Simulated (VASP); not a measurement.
**BN: single point with PBEsol**

BN:

```
N B
1.0
     2.47385    0.00000    0.00000
    -1.23692    2.14242    0.00000
     0.00000    0.00000    5.28161
N B
2 2
Direct
  0.66667 0.33333 0.25000
  0.33333 0.66667 0.75000
  0.66667 0.33333 0.75000
  0.33333 0.66667 0.25000
```

* Program: VASP 6.6.1
* Task: single point
* Functional: PBEsol
* Potentials or basis: VASP PAW PBE potentials, release 64 (N, B)
* Cutoff: 520 eV
* k mesh: 12 × 12 × 4
* Occupations: fermi-dirac, width 0.05 eV
* Spin: no spin polarisation
* Dipole correction: no
* Further INCAR settings: ALGO = Normal; EDIFF = 1e-06; NBANDS = 16

The pressure is 20.5 GPa. The band gap on the k mesh is 3.76 eV, indirect (least direct gap 4.25 eV).

Stress tensor (GPa, compression positive):
```
20.77  0.00  0.00
 0.00 20.77  0.00
 0.00  0.00 19.86
```

Levels at points of the mesh, in eV from the valence-band top:
```tsv
k point	band 6	band 7	band 8	band 9	band 10	band 11
(0.00, 0.00, 0.00)	-1.71	-1.43	-1.43	7.16	11.17	11.17
(0.50, 0.00, 0.00)	-4.28	-3.04	-0.42	4.02	7.05	9.39
(0.00, 0.00, 0.50)	-1.57	-1.57	-1.57	10.66	10.66	11.47
(0.50, 0.00, 0.50)	-4.50	-1.32	-1.32	4.38	4.38	10.00
```

Wall time 29 s on 1 thread of Intel(R) Xeon(R) Platinum 8259CL CPU @ 2.50GHz (Skylake/Cascade Lake), with other jobs on the host, peak memory 0.14 GiB.

Caveat: the PAW data sets were made with another functional, which shifts forces and pressure a little. Expect the measured gap to be larger: semilocal functionals such as PBEsol lack the derivative discontinuity.
